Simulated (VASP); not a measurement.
# PbSe (I4/mmm) in VASP: further runs

The runs below take PbSe through electric field gradients, with PBE.

Everything below comes from runs of VASP 6.6.1. Logs are shortened: lines on timing, memory, paths and dates and some standing lists are left out, and cuts for length are marked.

## Step 1: The cell of the first run

It takes space group I4/mmm (No. 139, tetragonal). The conventional cell has a = 4.331 Å, b = 4.331 Å, c = 5.941 Å, α = 90.00°, β = 90.00°, γ = 90.00°. Pb (site symmetry 4/mmm) has 6 Se at 2.97 to 3.06 Å within 3.9 Å. Within 3.9 Å of Se (site symmetry 4/mmm) lie 6 Pb at 2.97 to 3.06 Å.

## Step 2: Electric field gradients, PBE (zz strain of -3 %)

INCAR reads:

```
PREC = Accurate
ENCUT = 520
EDIFF = 1E-8
ISMEAR = -1
SIGMA = 0.01
LREAL = False
LASPH = True
NELM = 100
ALGO = Normal
ISIF = 2
LWAVE = False
LCHARG = False
GGA = PE
LEFG = True
NBANDS = 17
```

KPOINTS reads:

```
Automatic mesh
0
Gamma
  9 9 9
```

POSCAR reads:

```
PbSe
1.0
    0.0000000000      3.0621500000      2.9702855000
    3.0621500000      0.0000000000      2.9702855000
    3.0621500000      3.0621500000      0.0000000000
Pb Se
1 1
Direct
    0.0000000000      0.0000000000      0.0000000000
    0.5000000000      0.5000000000      0.5000000000
```

Potentials or basis: VASP PAW PBE potentials, release 64 (Pb_d, Se).

Started as:

```console
cat potpaw_PBE.64/Pb_d/POTCAR potpaw_PBE.64/Se/POTCAR > POTCAR
mpirun -np 1 vasp_std > vasp.out
```

OUTCAR:

```text
PREC = Accurate
   ENCUT = 520
   EDIFF = 1E-8
   ISMEAR = -1
   LREAL = False
   LASPH = True
   NELM = 100
   ISIF = 2
   GGA = PE

 ion  position               nearest neighbor table
   1  0.000  0.000  0.000-   2 2.97   2 2.97   2 3.06   2 3.06   2 3.06   2 3.06
   2  0.500  0.500  0.500-   1 2.97   1 2.97   1 3.06   1 3.06   1 3.06   1 3.06

  LATTYP: Found a body centered tetragonal cell.
 ALAT       =     4.3305340600
 C/A-ratio  =     1.3717871555

  Lattice vectors:

 A1 = (   0.0000000000,  -3.0621500000,  -2.9702855000)
 A2 = (   0.0000000000,   3.0621500000,  -2.9702855000)
 A3 = (   3.0621500000,   0.0000000000,   2.9702855000)

Analysis of symmetry for initial positions (statically):
=====================================================================
 Subroutine PRICEL returns:
 Original cell was already a primitive cell.

 Routine SETGRP: Setting up the symmetry group for a
 body centered tetragonal supercell.

 Subroutine GETGRP returns: Found 16 space group operations
 (whereof 16 operations were pure point group operations)
 out of a pool of 16 trial point group operations.

The static configuration has the point symmetry D_4h.

Analysis of symmetry for dynamics (positions and initial velocities):
=====================================================================
 Subroutine PRICEL returns:
 Original cell was already a primitive cell.

 Routine SETGRP: Setting up the symmetry group for a
 body centered tetragonal supercell.

 Subroutine GETGRP returns: Found 16 space group operations
 (whereof 16 operations were pure point group operations)
 out of a pool of 16 trial point group operations.

The dynamic configuration has the point symmetry D_4h.

 Subroutine INISYM returns: Found 16 space group operations
 (whereof 16 operations are pure point group operations),
 and found     1 'primitive' translations

----------------------------------------------------------------------------------------

                                     Primitive cell

  volume of cell :      55.7033

  direct lattice vectors                    reciprocal lattice vectors
     0.000000000  3.062150000  2.970285500    -0.163283967  0.163283967  0.168333987
     3.062150000  0.000000000  2.970285500     0.163283967 -0.163283967  0.168333987
     3.062150000  3.062150000  0.000000000     0.163283967  0.163283967 -0.168333987

  length of vectors
     4.266070625  4.266070625  4.330534060     0.285761507  0.285761507  0.285761507

  position of ions in fractional coordinates (direct lattice)
     0.000000000  0.000000000  0.000000000
     0.500000000  0.500000000  0.500000000

  ion indices of the primitive-cell ions
   primitive index   ion index
                 1           1
                 2           2

----------------------------------------------------------------------------------------

 KPOINTS: Automatic mesh

Automatic generation of k-mesh.
 Grid dimensions read from file:
 generate k-points for:    9    9    9

 Generating k-lattice:

  Cartesian coordinates                     Fractional coordinates (reciprocal lattice)
    -0.018142663  0.018142663  0.018703776     0.111111111  0.000000000  0.000000000
     0.018142663 -0.018142663  0.018703776     0.000000000  0.111111111  0.000000000
     0.018142663  0.018142663 -0.018703776     0.000000000  0.000000000  0.111111111

  Length of vectors
     0.031751279  0.031751279  0.031751279

  Shift w.r.t. Gamma in fractional coordinates (k-lattice)
     0.000000000  0.000000000  0.000000000

 Subroutine IBZKPT returns following result:
 ===========================================

 Found     75 irreducible k-points:

 Following reciprocal coordinates:
            Coordinates               Weight
  0.000000  0.000000  0.000000      1.000000
  0.111111  0.000000  0.000000      8.000000
  0.222222 -0.000000  0.000000      8.000000
  0.333333 -0.000000  0.000000      8.000000
  0.444444 -0.000000  0.000000      8.000000
  0.111111  0.111111  0.000000      2.000000
[... 16 lines left out ...]
 -0.333333  0.333333  0.000000      4.000000
  0.444444  0.444444  0.000000      2.000000
 [... further k-points ...]
   k-points           NKPTS =     75   k-points in BZ     NKDIM =     75   number of bands    NBANDS=     17
   number of dos      NEDOS =    301   number of ions     NIONS =      2
   total plane-waves  NPLWV =  32768
   dimension x,y,z NGX =    32 NGY =   32 NGZ =   32
   dimension x,y,z NGXF=    64 NGYF=   64 NGZF=   64
   ions per type =               1   1
   NGX,Y,Z   is equivalent  to a cutoff of  12.47, 12.47, 12.28 a.u.
   NGXF,Y,Z  is equivalent  to a cutoff of  24.94, 24.94, 24.57 a.u.
 SYSTEM =  unknown system
   PREC   = accura    normal or accurate (medium, high low for compatibility)
   ISTART =      0    job   : 0-new  1-cont  2-samecut
   ICHARG =      2    charge: 1-file 2-atom 10-const
   ISPIN  =      1    spin polarized calculation?
   LNONCOLLINEAR =      F non collinear calculations
   LSORBIT =      F    spin-orbit coupling
   LASPH  =      T    aspherical Exc in radial PAW
   ENCUT  =  520.0 eV  38.22 Ry    6.18 a.u.   7.93  7.93  8.05*2*pi/ulx,y,z
   NELM   =    100;   NELMIN=  2; NELMDL= -5     # of ELM steps
   EDIFF  = 0.1E-07   stopping-criterion for ELM
   LREAL  =      F    real-space projection
   EDIFFG = 0.1E-06   stopping-criterion for IOM
   NSW    =      0    number of steps for IOM
   IBRION =     -1    ionic relax: 0-MD 1-quasi-New 2-CG
   NFREE  =      0    steps in history (QN), initial steepest desc. (CG)
   ISIF   =      2    stress and relaxation
   ISYM   =      2    0-nonsym 1-usesym 2-fastsym
   POTIM  = 0.5000    time-step for ionic-motion
   TEBEG  =    0.0;   TEEND  =   0.0 temperature during run
   PSTRESS=    0.0 pullay stress
   NELECT =      20.0000    total number of electrons
   NUPDOWN=      -1.0000    fix difference up-down
   EMIN   =  10.00;   EMAX   =-10.00  energy-range for DOS
   EFERMI =   0.00;   METHOD = LEGACY
   ISMEAR =    -1;   SIGMA  =   0.01  broadening in eV -4-tet -1-fermi 0-gaus
   EFERMI_NEDOS =   21; number of points for ismear=-14 and -15
   IALGO  =     38    algorithm
   IMIX   =      4    mixing-type and parameters
     AMIX     =   0.40;   BMIX     =  1.00
     AMIX_MAG =   1.60;   BMIX_MAG =  1.00
  volume/ion in A,a.u.               =      27.85       187.95
  Fermi-wavevector in a.u.,A,eV,Ry     =   1.163566  2.198821 18.420744  1.353886
  Thomas-Fermi vector in A             =   2.300115
   LORBIT       =      0    0 simple, 1 ext, 2 COOP (PROOUT), +10 PAW based schemes
   GGA     = PE    functional components
   LHFCALC =     F    Hartree Fock is set to
   AEXX    =    0.0000 exact exchange contribution
   IVDW    =     0    specifies the selected vdW correction
   LEPSILON=     F    determine dielectric tensor
   LRPA    =     F    only Hartree local field effects (RPA)
 non-spin polarized calculation
  energy-cutoff  :      520.00
  volume of cell :       55.70
 maximum number of plane-waves:      1518
   NGX = 15   NGY = 15   NGZ = 17

 number of electron      20.0000005 magnetization

 Free energy of the ion-electron system (eV)
  ---------------------------------------------------
  ext. energy  EPLUGINS =         0.00000000
  ---------------------------------------------------
  free energy    TOTEN  =        -8.12819564 eV

  energy without entropy =       -8.12819564  energy(sigma->0) =       -8.12819564

 E-fermi :   5.5007     XC(G=0):  -9.6637

 val. band max:        5.2654765414   @ k =   0.4444  -0.0000   0.0000
 cond. band min:       5.9041537494   @ k =   0.4444  -0.0000   0.0000
 fundamental gap:      0.6386772079
 Fermi energy:         5.5006722270

 k-point     1 :       0.0000    0.0000    0.0000
  band No.  band energies     occupation
      1     -11.4594      2.00000
      2     -11.4583      2.00000
      3     -11.4513      2.00000
      4     -11.4513      2.00000
      5     -11.4458      2.00000
      6      -8.4154      2.00000
[... 9 lines left out ...]
     16      12.0110      0.00000
     17      13.5192      0.00000

 k-point     2 :       0.1111    0.0000    0.0000
  band No.  band energies     occupation
      1     -11.4616      2.00000
      2     -11.4572      2.00000
      3     -11.4508      2.00000
      4     -11.4475      2.00000
      5     -11.4466      2.00000
      6      -8.3167      2.00000
[... 9 lines left out ...]
     16      12.2246      0.00000
     17      14.4831      0.00000
[... 421 lines left out ...]
 k-point    24 :       0.4444    0.4444    0.0000
  band No.  band energies     occupation
      1     -11.5976      2.00000
      2     -11.4801      2.00000
      3     -11.4359      2.00000
      4     -11.3998      2.00000
      5     -11.3998      2.00000
      6      -6.8276      2.00000
[... 9 lines left out ...]
     16      17.0147      0.00000
     17      17.9914      0.00000

 [... further k-points ...]
[... 5 lines left out ...]
  --------------------------------------------------------------------------------------
  -------------------------------------------------------------------------------------
  Total        0.9532088      0.9532088      2.5900524      0.0000000     -0.0000000      0.0000000
  in kB       27.4168479     27.4168479     74.4968690      0.0000000     -0.0000000      0.0000000
  external PRESSURE =      43.1101883 kB  Pullay stress =       0.0000000 kB

 VOLUME and BASIS-vectors are now :
 -----------------------------------------------------------------------------
  energy-cutoff  :      520.00
  volume of cell :       55.70
      direct lattice vectors                 reciprocal lattice vectors
     0.000000000  3.062150000  2.970285500    -0.163283967  0.163283967  0.168333987
     3.062150000  0.000000000  2.970285500     0.163283967 -0.163283967  0.168333987
     3.062150000  3.062150000  0.000000000     0.163283967  0.163283967 -0.168333987

 POSITION                                       TOTAL-FORCE (eV/Angst)
 -----------------------------------------------------------------------------------
      0.00000      0.00000      0.00000         0.000000     -0.000000      0.000000
      3.06215      3.06215      2.97029        -0.000000      0.000000     -0.000000
 -----------------------------------------------------------------------------------
    total drift:                                0.000000     -0.000000     -0.000000

  FREE ENERGIE OF THE ION-ELECTRON SYSTEM (eV)
  ---------------------------------------------------
  free  energy   TOTEN  =        -8.1281956375 eV

  energy  without entropy=       -8.1281956375  energy(sigma->0) =       -8.12819564

 Electric field gradients (V/A^2)
---------------------------------------------------------------------
 ion       V_xx      V_yy      V_zz      V_xy      V_xz      V_yz
---------------------------------------------------------------------
   1      49.203    49.203   -98.406     0.000    -0.001    -0.001
   2       4.416     4.416    -8.831     0.000     0.000     0.000
---------------------------------------------------------------------

 Electric field gradients after diagonalization (V/A^2)
 (convention: |V_zz| > |V_xx| > |V_yy|)
----------------------------------------------------------------------
 ion       V_xx      V_yy      V_zz     asymmetry (V_yy - V_xx)/ V_zz
----------------------------------------------------------------------
   1      49.203    49.203   -98.406       0.000
   2       4.416     4.416    -8.831       0.000
----------------------------------------------------------------------

           NMR quadrupolar parameters

 Cq : quadrupolar parameter    Cq=e*Q*V_zz/h
 eta: asymmetry parameters     (V_yy - V_xx)/ V_zz
 Q  : nuclear electric quadrupole moment in mb (millibarn)
----------------------------------------------------------------------
 ion       Cq(MHz)       eta       Q (mb)
----------------------------------------------------------------------
   1      -0.238       0.000       1.000
   2      -0.021       0.000       1.000
----------------------------------------------------------------------
```

Wall time 2.7 min (1 thread of AMD EPYC 7R13, shared host); peak memory 0.19 GiB.

What came out:

```yaml
Free_energy: -8.1282 eV
Pressure: 4.3 GPa
Band_gap_on_the_k_mesh: 0.64 eV, direct
```

Electric field gradients, principal values (V/Å²):
```
atom   least  middle  greatest (by size)
1 Pb  49.203  49.203             -98.406
2 Se   4.416   4.416              -8.831
```

Caveat: the cell differs from its parent crystal (zz strain of -3 %); without QUAD_EFG the Cq values of the log hold for a quadrupole moment of 1 mb, not for the nuclei; spin-orbit coupling is left out, which moves the levels of the heavy elements. A k mesh can miss the band edges.

## Step 3: Electric field gradients, PBE (zz strain of -3 %)

INCAR reads:

```
SYSTEM = PbSe
PREC = Accurate ; ENCUT = 520
EDIFF = 1E-8 ; ISMEAR = -1
SIGMA = 0.01 ; LREAL = .FALSE.
LASPH = .TRUE. ; NELM = 80
ALGO = Normal ; ISIF = 2
LWAVE = .FALSE. ; LCHARG = .FALSE.
GGA = PE ; LEFG = .TRUE.
NBANDS = 17
```

KPOINTS reads:

```
Automatic mesh
0
G
  9 9 9
  0 0 0
```

POSCAR is that of step 2.

Potentials or basis: VASP PAW PBE potentials, release 64 (Pb_d, Se).

Started as:

```console
cat potpaw_PBE.64/Pb_d/POTCAR potpaw_PBE.64/Se/POTCAR > POTCAR
mpirun -np 1 vasp_std > vasp.out
```

OUTCAR:

```text
SYSTEM = PbSe
   PREC = Accurate
   ENCUT = 520
   EDIFF = 1E-8
   ISMEAR = -1
   LREAL = .FALSE.
   LASPH = .TRUE.
   NELM = 80
   ISIF = 2
   GGA = PE

 ion  position               nearest neighbor table
   1  0.000  0.000  0.000-   2 2.97   2 2.97   2 3.06   2 3.06   2 3.06   2 3.06
   2  0.500  0.500  0.500-   1 2.97   1 2.97   1 3.06   1 3.06   1 3.06   1 3.06

  LATTYP: Found a body centered tetragonal cell.
 ALAT       =     4.3305340600
 C/A-ratio  =     1.3717871555

  Lattice vectors:

 A1 = (   0.0000000000,  -3.0621500000,  -2.9702855000)
 A2 = (   0.0000000000,   3.0621500000,  -2.9702855000)
 A3 = (   3.0621500000,   0.0000000000,   2.9702855000)

Analysis of symmetry for initial positions (statically):
=====================================================================
 Subroutine PRICEL returns:
 Original cell was already a primitive cell.

 Routine SETGRP: Setting up the symmetry group for a
 body centered tetragonal supercell.

 Subroutine GETGRP returns: Found 16 space group operations
 (whereof 16 operations were pure point group operations)
 out of a pool of 16 trial point group operations.

The static configuration has the point symmetry D_4h.

Analysis of symmetry for dynamics (positions and initial velocities):
=====================================================================
 Subroutine PRICEL returns:
 Original cell was already a primitive cell.

 Routine SETGRP: Setting up the symmetry group for a
 body centered tetragonal supercell.

 Subroutine GETGRP returns: Found 16 space group operations
 (whereof 16 operations were pure point group operations)
 out of a pool of 16 trial point group operations.
[... 151 lines left out ...]
 cond. band min:       5.9041537494   @ k =   0.4444  -0.0000   0.0000
 fundamental gap:      0.6386772079
 Fermi energy:         5.5006722270

 k-point     1 :       0.0000    0.0000    0.0000
  band No.  band energies     occupation
      1     -11.4594      2.00000
      2     -11.4583      2.00000
      3     -11.4513      2.00000
      4     -11.4513      2.00000
      5     -11.4458      2.00000
      6      -8.4154      2.00000
[... 457 lines left out ...]
      4     -11.3998      2.00000
      5     -11.3998      2.00000
      6      -6.8276      2.00000
[... 9 lines left out ...]
     16      17.0147      0.00000
     17      17.9914      0.00000

 [... further k-points ...]
[... 5 lines left out ...]
  --------------------------------------------------------------------------------------
  -------------------------------------------------------------------------------------
  Total        0.9532088      0.9532088      2.5900524      0.0000000     -0.0000000      0.0000000
  in kB       27.4168479     27.4168479     74.4968690      0.0000000     -0.0000000      0.0000000
  external PRESSURE =      43.1101883 kB  Pullay stress =       0.0000000 kB

 VOLUME and BASIS-vectors are now :
 -----------------------------------------------------------------------------
  energy-cutoff  :      520.00
  volume of cell :       55.70
      direct lattice vectors                 reciprocal lattice vectors
     0.000000000  3.062150000  2.970285500    -0.163283967  0.163283967  0.168333987
     3.062150000  0.000000000  2.970285500     0.163283967 -0.163283967  0.168333987
     3.062150000  3.062150000  0.000000000     0.163283967  0.163283967 -0.168333987

 POSITION                                       TOTAL-FORCE (eV/Angst)
 -----------------------------------------------------------------------------------
      0.00000      0.00000      0.00000         0.000000     -0.000000      0.000000
      3.06215      3.06215      2.97029        -0.000000      0.000000     -0.000000
 -----------------------------------------------------------------------------------
    total drift:                                0.000000     -0.000000     -0.000000

  FREE ENERGIE OF THE ION-ELECTRON SYSTEM (eV)
  ---------------------------------------------------
  free  energy   TOTEN  =        -8.1281956375 eV

  energy  without entropy=       -8.1281956375  energy(sigma->0) =       -8.12819564

 Electric field gradients (V/A^2)
---------------------------------------------------------------------
 ion       V_xx      V_yy      V_zz      V_xy      V_xz      V_yz
---------------------------------------------------------------------
   1      49.203    49.203   -98.406     0.000    -0.001    -0.001
   2       4.416     4.416    -8.831     0.000     0.000     0.000
---------------------------------------------------------------------

 Electric field gradients after diagonalization (V/A^2)
 (convention: |V_zz| > |V_xx| > |V_yy|)
----------------------------------------------------------------------
 ion       V_xx      V_yy      V_zz     asymmetry (V_yy - V_xx)/ V_zz
----------------------------------------------------------------------
   1      49.203    49.203   -98.406       0.000
   2       4.416     4.416    -8.831       0.000
----------------------------------------------------------------------

           NMR quadrupolar parameters

 Cq : quadrupolar parameter    Cq=e*Q*V_zz/h
 eta: asymmetry parameters     (V_yy - V_xx)/ V_zz
 Q  : nuclear electric quadrupole moment in mb (millibarn)
----------------------------------------------------------------------
 ion       Cq(MHz)       eta       Q (mb)
----------------------------------------------------------------------
   1      -0.238       0.000       1.000
   2      -0.021       0.000       1.000
----------------------------------------------------------------------
```

Wall time 2.5 min (1 thread of AMD EPYC 7R13, shared host); peak memory 0.19 GiB.

Results:

```
Free energy            : -8.1282 eV
Pressure               : 4.3 GPa
Band gap on the k mesh : 0.64 eV, direct
```

Stress tensor (GPa, compression positive):
```
2.74 0.00 0.00
0.00 2.74 0.00
0.00 0.00 7.45
```

Levels at points of the mesh, in eV from the valence-band top:
```
           k point  band 6  band 7  band 8  band 9  band 10  band 11  band 12  band 13  band 14  band 15
(0.00, 0.00, 0.00)  -13.68   -6.08   -2.04   -1.75    -1.75     4.71     4.71     5.45     6.56     6.56
```

Electric field gradients, principal values (V/Å²):
```csv
atom,least,middle,greatest (by size)
1 Pb,49.203,49.203,-98.406
2 Se,4.416,4.416,-8.831
```

Caveat: the cell differs from its parent crystal (zz strain of -3 %); without QUAD_EFG the Cq values of the log hold for a quadrupole moment of 1 mb, not for the nuclei; spin-orbit coupling is left out, which moves the levels of the heavy elements.
